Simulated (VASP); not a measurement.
# SiC (P6_3mc) in VASP: notebook

SiC is run at these levels: b88 exchange, pbe correlation; tasks: single point.

Program: VASP 6.6.1. These are calculated values, not measurements. Logs are shortened: lines on timing, memory, paths and dates and some standing lists are left out, and cuts for length are marked.

## 1. The cell of the first run

It takes space group P6_3mc (No. 186, hexagonal). The conventional cell has a = 3.013 Å, b = 3.013 Å, c = 4.945 Å, α = 90.00°, β = 90.00°, γ = 120.00°. Si (site symmetry 3m) has 4 C at 1.83 to 1.90 Å within 2.4 Å. Within 2.4 Å of C (site symmetry 3m) lie 4 Si at 1.83 to 1.90 Å.

## 2. Single point, b88 exchange, pbe correlation

INCAR reads:

```
SYSTEM = SiC
ALGO = Normal ; EDIFF = 1E-6
ENCUT = 600 ; GGA = LIBXC
GGA_COMPAT = .False. ; ISIF = 2
ISMEAR = -1 ; LASPH = .True.
LCHARG = .False. ; LIBXC1 = GGA_X_B88
LIBXC2 = GGA_C_PBE ; LREAL = .False.
LWAVE = .False. ; NBANDS = 16
NELM = 120 ; PREC = Accurate
SIGMA = 0.05
```

KPOINTS reads:

```
k-points
0
Gamma
  10 10 5
  0 0 0
```

POSCAR reads:

```
SiC
1.0
    3.0132068704      0.0000000000      0.0000000000
   -1.5066034352      2.6095136966      0.0000000000
    0.0000000000      0.0000000000      4.9449506768
Si C
2 2
Direct
    0.6666666667      0.3333333333      0.5000000000
    0.3333333333      0.6666666667      0.0000000000
    0.6666666667      0.3333333333      0.8850000000
    0.3333333333      0.6666666667      0.3850000000
```

Potentials or basis: VASP PAW PBE potentials, release 64 (Si, C).

The run is started by

```bash
> cat potpaw_PBE.64/Si/POTCAR potpaw_PBE.64/C/POTCAR > POTCAR
> mpirun -np 1 vasp_std > vasp.out
```

OUTCAR:

```text
SYSTEM = SiC
   EDIFF = 1E-6
   ENCUT = 600
   GGA = LIBXC
   ISIF = 2
   ISMEAR = -1
   LASPH = .True.
   LREAL = .False.
   NELM = 120
   PREC = Accurate

 ion  position               nearest neighbor table
   1  0.667  0.333  0.500-   4 1.83   4 1.83   4 1.83   3 1.90   2 3.02   2 3.02   2 3.02   2 3.02
                             2 3.02   2 3.02
   2  0.333  0.667  0.000-   3 1.83   3 1.83   3 1.83   4 1.90   1 3.02   1 3.02   1 3.02   1 3.02
                             1 3.02   1 3.02
   3  0.667  0.333  0.885-   2 1.83   2 1.83   2 1.83   1 1.90
   4  0.333  0.667  0.385-   1 1.83   1 1.83   1 1.83   2 1.90

  LATTYP: Found a hexagonal cell.
 ALAT       =     3.0132068704
 C/A-ratio  =     1.6410923277

  Lattice vectors:

 A1 = (   3.0132068704,   0.0000000000,   0.0000000000)
 A2 = (  -1.5066034352,   2.6095136966,   0.0000000000)
 A3 = (   0.0000000000,   0.0000000000,   4.9449506768)

Analysis of symmetry for initial positions (statically):
=====================================================================
 Subroutine PRICEL returns:
 Original cell was already a primitive cell.

 Routine SETGRP: Setting up the symmetry group for a
 hexagonal supercell.

 Subroutine GETGRP returns: Found 12 space group operations
 (whereof  6 operations were pure point group operations)
 out of a pool of 24 trial point group operations.

The static configuration has the point symmetry C_3v.
 The point group associated with its full space group is C_6v.

Analysis of symmetry for dynamics (positions and initial velocities):
=====================================================================
 Subroutine PRICEL returns:
 Original cell was already a primitive cell.

 Routine SETGRP: Setting up the symmetry group for a
 hexagonal supercell.

 Subroutine GETGRP returns: Found 12 space group operations
 (whereof  6 operations were pure point group operations)
 out of a pool of 24 trial point group operations.

The dynamic configuration has the point symmetry C_3v.
 The point group associated with its full space group is C_6v.

 Subroutine INISYM returns: Found 12 space group operations
 (whereof  6 operations are pure point group operations),
 and found     1 'primitive' translations

----------------------------------------------------------------------------------------

                                     Primitive cell

  volume of cell :      38.8822

  direct lattice vectors                    reciprocal lattice vectors
     3.013206870  0.000000000  0.000000000     0.331872335  0.191606582  0.000000000
    -1.506603435  2.609513697  0.000000000     0.000000000  0.383213164  0.000000000
     0.000000000  0.000000000  4.944950677     0.000000000  0.000000000  0.202226486

  length of vectors
     3.013206870  3.013206870  4.944950677     0.383213164  0.383213164  0.202226486

  position of ions in fractional coordinates (direct lattice)
     0.666666667  0.333333333  0.500000000
     0.333333333  0.666666667  0.000000000
     0.666666667  0.333333333  0.885000000
     0.333333333  0.666666667  0.385000000

  ion indices of the primitive-cell ions
   primitive index   ion index
                 1           1
                 2           2
                 3           3
                 4           4

----------------------------------------------------------------------------------------

 KPOINTS: k-points

Automatic generation of k-mesh.
 Grid dimensions read from file:
 generate k-points for:   10   10    5

 Generating k-lattice:

  Cartesian coordinates                     Fractional coordinates (reciprocal lattice)
     0.033187234  0.019160658  0.000000000     0.100000000  0.000000000  0.000000000
     0.000000000  0.038321316  0.000000000     0.000000000  0.100000000  0.000000000
     0.000000000  0.000000000  0.040445297     0.000000000  0.000000000  0.200000000

  Length of vectors
     0.038321316  0.038321316  0.040445297

  Shift w.r.t. Gamma in fractional coordinates (k-lattice)
     0.000000000  0.000000000  0.000000000

 Subroutine IBZKPT returns following result:
 ===========================================

 Found     42 irreducible k-points:

 Following reciprocal coordinates:
            Coordinates               Weight
  0.000000  0.000000  0.000000      1.000000
  0.100000  0.000000  0.000000      6.000000
  0.200000  0.000000  0.000000      6.000000
  0.300000  0.000000  0.000000      6.000000
  0.400000  0.000000  0.000000      6.000000
  0.500000  0.000000  0.000000      3.000000
[... 16 lines left out ...]
  0.300000  0.100000  0.200000     24.000000
  0.400000  0.100000  0.200000     24.000000
 [... further k-points ...]
   k-points           NKPTS =     42   k-points in BZ     NKDIM =     42   number of bands    NBANDS=     16
   number of dos      NEDOS =    301   number of ions     NIONS =      4
   total plane-waves  NPLWV =  23040
   dimension x,y,z NGX =    24 NGY =   24 NGZ =   40
   dimension x,y,z NGXF=    48 NGYF=   48 NGZF=   80
   ions per type =               2   2
   NGX,Y,Z   is equivalent  to a cutoff of  13.24, 13.24, 13.45 a.u.
   NGXF,Y,Z  is equivalent  to a cutoff of  26.48, 26.48, 26.90 a.u.
 SYSTEM =  SiC
   PREC   = accura    normal or accurate (medium, high low for compatibility)
   ISTART =      0    job   : 0-new  1-cont  2-samecut
   ICHARG =      2    charge: 1-file 2-atom 10-const
   ISPIN  =      1    spin polarized calculation?
   LNONCOLLINEAR =      F non collinear calculations
   LSORBIT =      F    spin-orbit coupling
   LASPH  =      T    aspherical Exc in radial PAW
   ENCUT  =  600.0 eV  44.10 Ry    6.64 a.u.   6.02  6.02  9.88*2*pi/ulx,y,z
   NELM   =    120;   NELMIN=  2; NELMDL= -5     # of ELM steps
   EDIFF  = 0.1E-05   stopping-criterion for ELM
   LREAL  =      F    real-space projection
   EDIFFG = 0.1E-04   stopping-criterion for IOM
   NSW    =      0    number of steps for IOM
   IBRION =     -1    ionic relax: 0-MD 1-quasi-New 2-CG
   NFREE  =      0    steps in history (QN), initial steepest desc. (CG)
   ISIF   =      2    stress and relaxation
   ISYM   =      2    0-nonsym 1-usesym 2-fastsym
   POTIM  = 0.5000    time-step for ionic-motion
   TEBEG  =    0.0;   TEEND  =   0.0 temperature during run
   PSTRESS=    0.0 pullay stress
   NELECT =      16.0000    total number of electrons
   NUPDOWN=      -1.0000    fix difference up-down
   EMIN   =  10.00;   EMAX   =-10.00  energy-range for DOS
   EFERMI =   0.00;   METHOD = LEGACY
   ISMEAR =    -1;   SIGMA  =   0.05  broadening in eV -4-tet -1-fermi 0-gaus
   EFERMI_NEDOS =   21; number of points for ismear=-14 and -15
   IALGO  =     38    algorithm
   IMIX   =      4    mixing-type and parameters
     AMIX     =   0.40;   BMIX     =  1.00
     AMIX_MAG =   1.60;   BMIX_MAG =  1.00
  volume/ion in A,a.u.               =       9.72        65.60
  Fermi-wavevector in a.u.,A,eV,Ry     =   1.217675  2.301072 20.173793  1.482732
  Thomas-Fermi vector in A             =   2.352987
   LORBIT       =      0    0 simple, 1 ext, 2 COOP (PROOUT), +10 PAW based schemes
   GGA     = LIBXC    functional components
   LHFCALC =     F    Hartree Fock is set to
   AEXX    =    0.0000 exact exchange contribution
   IVDW    =     0    specifies the selected vdW correction
   LEPSILON=     F    determine dielectric tensor
   LRPA    =     F    only Hartree local field effects (RPA)
 non-spin polarized calculation
  energy-cutoff  :      600.00
  volume of cell :       38.88
 maximum number of plane-waves:      1315
   NGX = 13   NGY = 13   NGZ = 19

 number of electron      15.9999999 magnetization

 Free energy of the ion-electron system (eV)
  ---------------------------------------------------
  ext. energy  EPLUGINS =         0.00000000
  ---------------------------------------------------
  free energy    TOTEN  =       -29.49498021 eV

  energy without entropy =      -29.49498021  energy(sigma->0) =      -29.49498021

 E-fermi :  10.0659     XC(G=0): -11.6401

 val. band max:        9.1003483809   @ k =   0.0000   0.0000   0.0000
 cond. band min:      11.4817053478   @ k =   0.3000   0.3000   0.0000
 fundamental gap:      2.3813569669
 Fermi energy:        10.0658812024

 k-point     1 :       0.0000    0.0000    0.0000
  band No.  band energies     occupation
      1      -7.1187      2.00000
      2      -3.3813      2.00000
      3       0.0440      2.00000
      4       7.5183      2.00000
      5       7.5183      2.00000
      6       8.8275      2.00000
[... 8 lines left out ...]
     15      18.2584      0.00000
     16      20.9611      0.00000

 k-point     2 :       0.1000    0.0000    0.0000
  band No.  band energies     occupation
      1      -6.9366      2.00000
      2      -3.2258      2.00000
      3       0.2163      2.00000
      4       6.5648      2.00000
      5       7.2128      2.00000
      6       8.2018      2.00000
[... 8 lines left out ...]
     15      18.6991      0.00000
     16      19.4190      0.00000

 k-point     3 :       0.2000    0.0000    0.0000
  band No.  band energies     occupation
      1      -6.3969      2.00000
      2      -2.7786      2.00000
      3       0.7162      2.00000
      4       4.6138      2.00000
      5       6.5838      2.00000
      6       6.7280      2.00000
[... 8 lines left out ...]
     15      18.9994      0.00000
     16      19.4348      0.00000

 k-point     4 :       0.3000    0.0000    0.0000
  band No.  band energies     occupation
      1      -5.5254      2.00000
      2      -2.1365      2.00000
      3       1.3961      2.00000
      4       2.7196      2.00000
      5       4.9909      2.00000
      6       5.9840      2.00000
[... 8 lines left out ...]
     15      19.8429      0.00000
     16      20.9163      0.00000
[... 324 lines left out ...]
 k-point    22 :       0.2000    0.1000    0.2000
  band No.  band energies     occupation
      1      -5.6702      2.00000
      2      -3.0443      2.00000
      3       1.9879      2.00000
      4       3.9304      2.00000
      5       5.0641      2.00000
      6       6.0067      2.00000
[... 8 lines left out ...]
     15      19.6283      0.00000
     16      20.3879      0.00000

 k-point    23 :       0.3000    0.1000    0.2000
  band No.  band energies     occupation
      1      -4.6701      2.00000
      2      -2.2836      2.00000
      3       1.3835      2.00000
      4       3.3790      2.00000
      5       3.7194      2.00000
      6       5.2238      2.00000
[... 8 lines left out ...]
     15      20.5068      0.00000
     16      21.3177      0.00000

 k-point    24 :       0.4000    0.1000    0.2000
  band No.  band energies     occupation
      1      -3.5687      2.00000
      2      -1.9734      2.00000
      3       0.5756      2.00000
      4       2.1179      2.00000
      5       4.1881      2.00000
      6       5.0231      2.00000
[... 8 lines left out ...]
     15      21.0415      0.00000
     16      22.4322      0.00000

 [... further k-points ...]
[... 5 lines left out ...]
  --------------------------------------------------------------------------------------
  -------------------------------------------------------------------------------------
  Total        5.3322284      5.3322284      3.4927062      0.0000000      0.0000000      0.0000000
  in kB      219.7196178    219.7196178    143.9203275      0.0000000      0.0000000      0.0000000
  external PRESSURE =     194.4531877 kB  Pullay stress =       0.0000000 kB

 VOLUME and BASIS-vectors are now :
 -----------------------------------------------------------------------------
  energy-cutoff  :      600.00
  volume of cell :       38.88
      direct lattice vectors                 reciprocal lattice vectors
     3.013206870  0.000000000  0.000000000     0.331872335  0.191606582  0.000000000
    -1.506603435  2.609513697  0.000000000     0.000000000  0.383213164  0.000000000
     0.000000000  0.000000000  4.944950677     0.000000000  0.000000000  0.202226486

 POSITION                                       TOTAL-FORCE (eV/Angst)
 -----------------------------------------------------------------------------------
      1.50660      0.86984      2.47248         0.000000     -0.000000      0.855456
     -0.00000      1.73968      0.00000        -0.000000      0.000000      0.855456
      1.50660      0.86984      4.37628        -0.000000     -0.000000     -0.855456
     -0.00000      1.73968      1.90381         0.000000     -0.000000     -0.855456
 -----------------------------------------------------------------------------------
    total drift:                               -0.000000      0.000000     -0.000136

  FREE ENERGIE OF THE ION-ELECTRON SYSTEM (eV)
  ---------------------------------------------------
  free  energy   TOTEN  =       -29.4949802079 eV

  energy  without entropy=      -29.4949802079  energy(sigma->0) =      -29.49498021
```

Wall time 14 s (1 thread of AMD EPYC 9R45 (Zen 5), shared host); peak memory 0.14 GiB.

What came out:

```yaml
Free_energy: -29.4950 eV
Pressure: 19.4 GPa
Largest_force: 0.855 eV/Å
Band_gap_on_the_k_mesh: 2.38 eV (least direct gap 4.21 eV)
```

Forces on the atoms (eV/Å):
```
Si   0.000  0.000  0.855
Si   0.000  0.000  0.855
C    0.000  0.000 -0.855
C    0.000  0.000 -0.855
```

Caveat: the cell stands under pressure; the PAW data sets were made with another functional, which shifts forces and pressure a little; an odd mesh through Γ misses points on the zone boundary, where band edges can lie.

## 3. Single point, b88 exchange, pbe correlation

This run uses another cell than the first one, of 9.93 Å³/atom.

INCAR reads:

```
SYSTEM = SiC
PREC = Accurate
ENCUT = 600
EDIFF = 1E-6
ISMEAR = -1
SIGMA = 0.05
LREAL = .FALSE.
LASPH = .TRUE.
NELM = 120
ALGO = Normal
ISIF = 2
LWAVE = .FALSE.
LCHARG = .TRUE.
GGA = LIBXC
LIBXC1 = GGA_X_B88
LIBXC2 = GGA_C_PBE
LELF = .TRUE.
LVHAR = .TRUE.
NBANDS = 16
GGA_COMPAT = .FALSE.
```

KPOINTS reads:

```
regular mesh
0
G
  10 10 5
  0 0 0
```

POSCAR reads:

```
SiC
1.0
    3.0344273363      0.0000000000      0.0000000000
   -1.5172136681      2.6278911591      0.0000000000
    0.0000000000      0.0000000000      4.9797754205
Si C
2 2
Direct
    0.6666666667      0.3333333333      0.5000000000
    0.3333333333      0.6666666667      0.0000000000
    0.6666666667      0.3333333333      0.8850000000
    0.3333333333      0.6666666667      0.3850000000
```

Potentials or basis: VASP PAW PBE potentials, release 64 (Si, C).

The run is started by

```bash
> cat potpaw_PBE.64/Si/POTCAR potpaw_PBE.64/C/POTCAR > POTCAR
> mpirun -np 1 vasp_std > vasp.out
```

OUTCAR:

```text
SYSTEM = SiC
   PREC = Accurate
   ENCUT = 600
   EDIFF = 1E-6
   ISMEAR = -1
   LREAL = .FALSE.
   LASPH = .TRUE.
   NELM = 120
   ISIF = 2
   GGA = LIBXC

 ion  position               nearest neighbor table
   1  0.667  0.333  0.500-   4 1.84   4 1.84   4 1.84   3 1.92   2 3.04   2 3.04   2 3.04   2 3.04
                             2 3.04   2 3.04
   2  0.333  0.667  0.000-   3 1.84   3 1.84   3 1.84   4 1.92   1 3.04   1 3.04   1 3.04   1 3.04
                             1 3.04   1 3.04
   3  0.667  0.333  0.885-   2 1.84   2 1.84   2 1.84   1 1.92
   4  0.333  0.667  0.385-   1 1.84   1 1.84   1 1.84   2 1.92

[... 658 lines left out ...]
  --------------------------------------------------------------------------------------
  -------------------------------------------------------------------------------------
  Total        3.9257497      3.9257497      2.3032916      0.0000000      0.0000000      0.0000000
  in kB      158.3942143    158.3942143     92.9320739      0.0000000      0.0000000      0.0000000
  external PRESSURE =     136.5735008 kB  Pullay stress =       0.0000000 kB

 VOLUME and BASIS-vectors are now :
 -----------------------------------------------------------------------------
  energy-cutoff  :      600.00
  volume of cell :       39.71
      direct lattice vectors                 reciprocal lattice vectors
     3.034427336  0.000000000  0.000000000     0.329551474  0.190266632  0.000000000
    -1.517213668  2.627891159  0.000000000     0.000000000  0.380533264  0.000000000
     0.000000000  0.000000000  4.979775421     0.000000000  0.000000000  0.200812269

 POSITION                                       TOTAL-FORCE (eV/Angst)
 -----------------------------------------------------------------------------------
      1.51721      0.87596      2.48989         0.000000     -0.000000      0.819653
     -0.00000      1.75193      0.00000        -0.000000      0.000000      0.819653
      1.51721      0.87596      4.40710         0.000000     -0.000000     -0.819653
     -0.00000      1.75193      1.91721        -0.000000     -0.000000     -0.819653
 -----------------------------------------------------------------------------------
    total drift:                                0.000000      0.000000     -0.000110

  FREE ENERGIE OF THE ION-ELECTRON SYSTEM (eV)
  ---------------------------------------------------
  free  energy   TOTEN  =       -29.5811308030 eV

  energy  without entropy=      -29.5811308029  energy(sigma->0) =      -29.58113080
```

Run time: 16 s. Hardware: 1 thread of AMD EPYC 9R45 (Zen 5), shared host; peak memory 0.14 GiB.

Results:

```
Free energy            : -29.5811 eV
Pressure               : 13.7 GPa
Largest force          : 0.820 eV/Å
Band gap on the k mesh : 2.42 eV (least direct gap 4.17 eV)
```

Forces on the atoms (eV/Å):
```
Si   0.000  0.000  0.820
Si   0.000  0.000  0.820
C    0.000  0.000 -0.820
C    0.000  0.000 -0.820
```

Caveat: the cell stands under pressure; the PAW data sets were made with another functional, which shifts forces and pressure a little; an odd mesh through Γ misses points on the zone boundary, where band edges can lie.

## 4. Single point, b88 exchange, pbe correlation

This run uses another cell than the first one, of 10.13 Å³/atom.

INCAR reads:

```
PREC = Accurate
ENCUT = 600
EDIFF = 1E-6
ISMEAR = -1
SIGMA = 0.05
LREAL = False
LASPH = True
NELM = 120
ALGO = Normal
ISIF = 2
LWAVE = False
LCHARG = True
GGA = LIBXC
LIBXC1 = GGA_X_B88
LIBXC2 = GGA_C_PBE
LELF = True
LVHAR = True
NBANDS = 16
GGA_COMPAT = False
```

KPOINTS reads:

```
regular mesh
0
Gamma
  10 10 5
```

POSCAR reads:

```
SiC
1.0
    3.0553550827      0.0000000000      0.0000000000
   -1.5276775413      2.6460151191      0.0000000000
    0.0000000000      0.0000000000      5.0141197845
Si C
2 2
Direct
    0.6666666667      0.3333333333      0.5000000000
    0.3333333333      0.6666666667      0.0000000000
    0.6666666667      0.3333333333      0.8850000000
    0.3333333333      0.6666666667      0.3850000000
```

The run is started by

```bash
> cat potpaw_PBE.64/Si/POTCAR potpaw_PBE.64/C/POTCAR > POTCAR
> mpirun -np 1 vasp_std > vasp.out
```

It took 15 s on 1 thread of AMD EPYC 9R45 (Zen 5), shared host; peak memory 0.14 GiB.

The run converged. Its results:

```
Free energy            : -29.6387 eV
Pressure               : 8.4 GPa
Largest force          : 0.786 eV/Å
Band gap on the k mesh : 2.45 eV (least direct gap 4.12 eV)
```

Forces on the atoms (eV/Å):
```
Si   0.000  0.000  0.786
Si   0.000  0.000  0.786
C    0.000  0.000 -0.786
C    0.000  0.000 -0.786
```

Stress tensor (GPa, compression positive):
```
10.27  0.00  0.00
 0.00 10.27  0.00
 0.00  0.00  4.67
```

Levels at points of the mesh, in eV from the valence-band top:
| k point | band 4 | band 5 | band 6 | band 7 | band 8 | band 9 | band 10 | band 11 | band 12 | band 13 |
| --- | --- | --- | --- | --- | --- | --- | --- | --- | --- | --- |
| (0.00, 0.00, 0.00) | -1.56 | -1.56 | -0.28 | -0.28 | 0.00 | 4.81 | 6.23 | 6.63 | 6.63 | 7.74 |
| (0.50, 0.00, 0.00) | -6.59 | -5.49 | -3.58 | -3.31 | -1.49 | 2.63 | 4.22 | 6.90 | 7.29 | 9.90 |

Caveat: the cell stands under pressure; the PAW data sets were made with another functional, which shifts forces and pressure a little; an odd mesh through Γ misses points on the zone boundary, where band edges can lie.

(Part 1 of 2 ends here.)
